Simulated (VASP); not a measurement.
## Mo: single point with HSE06

The system is Mo.

```
Mo
1.0
    -1.58381    1.58381    1.58381
     1.58381   -1.58381    1.58381
     1.58381    1.58381   -1.58381
Mo
1
Direct
  0.00000 0.00000 0.00000
```

```yaml
Program: VASP 6.6.1
Task: single point
Functional: HSE06
Potentials_or_basis: VASP PAW PBE potentials, release 64 (Mo_sv)
Cutoff: 520 eV
k_mesh: 5 × 5 × 5
Occupations: fermi-dirac, width 0.05 eV
Spin: non-collinear spin, zero start, spin-orbit coupling
Starting_moments: "[[0.0, 0.0, 0.0]] μB"
```

```yaml
Pressure: -10.0 GPa
Net_moment: 0.00 μB per cell
Valence_electrons_inside_the_program's_atomic_spheres: Mo 12.45
```

Moments on the atoms (μB; x, y, z):
```
Mo  0.00 0.00 0.00
```

Wall time 35 min on 1 thread of Oxide Virtual Turin-like Processor, on a shared host, peak memory 0.23 GiB.

Caveat: the k points lie up to 0.56 Å⁻¹ apart; the PAW data sets were made with another functional, which shifts forces and pressure a little.
